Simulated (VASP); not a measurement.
Input of a VASP 6.6.1 run:

The input INCAR:

```
SYSTEM = HPb
PREC = Accurate
ENCUT = 520
EDIFF = 1E-6
ISMEAR = -1
SIGMA = 0.1
LREAL = .False.
LASPH = .True.
NELM = 60
ALGO = Normal
ISIF = 2
LWAVE = .False.
LCHARG = .False.
GGA = PE
NBANDS = 48
```

File KPOINTS:

```
regular mesh
0
Gamma
  6 6 1
  0 0 0
```

POSCAR

```
HPb
1.0
   -3.3950910000      0.0000000000      0.0000000000
   -0.2272600000      3.4152100000      0.0000000000
    0.0000000000      0.0000000000    -28.7604160000
H Pb
5 5
Direct
    0.9915490000      0.0084700000      0.9729140000
    0.0036480000      0.0325950000      0.8535180000
    0.9540860000      0.0321190000      0.7408760000
    0.0102400000      0.1028380000      0.6206690000
    0.9848540000      0.0834080000      0.5037200000
    0.5330610000      0.5214500000      0.9169130000
    0.5278510000      0.5946110000      0.7954590000
    0.5183040000      0.5486600000      0.6747030000
    0.4862760000      0.5964180000      0.5616100000
    0.4767530000      0.6316700000      0.4434500000
```

Potentials or basis: VASP PAW PBE potentials, release 64 (H, Pb_d).

Command:

```console
$ cat potpaw_PBE.64/H/POTCAR potpaw_PBE.64/Pb_d/POTCAR > POTCAR
$ mpirun -np 1 vasp_std > vasp.out
```

Problem. What does it give for the largest force?

Solution. 0.990 eV/Å.

Forces in eV/Å, atoms in the order of the input:
```
H    0.115 -0.018  0.983
H    0.100 -0.096 -0.077
H    0.109 -0.034 -0.175
H    0.041  0.058 -0.040
H   -0.053 -0.144  0.073
Pb  -0.166 -0.021 -0.624
Pb  -0.134  0.182  0.131
Pb  -0.098 -0.125 -0.177
Pb   0.041  0.061  0.345
Pb   0.045  0.135 -0.439
```
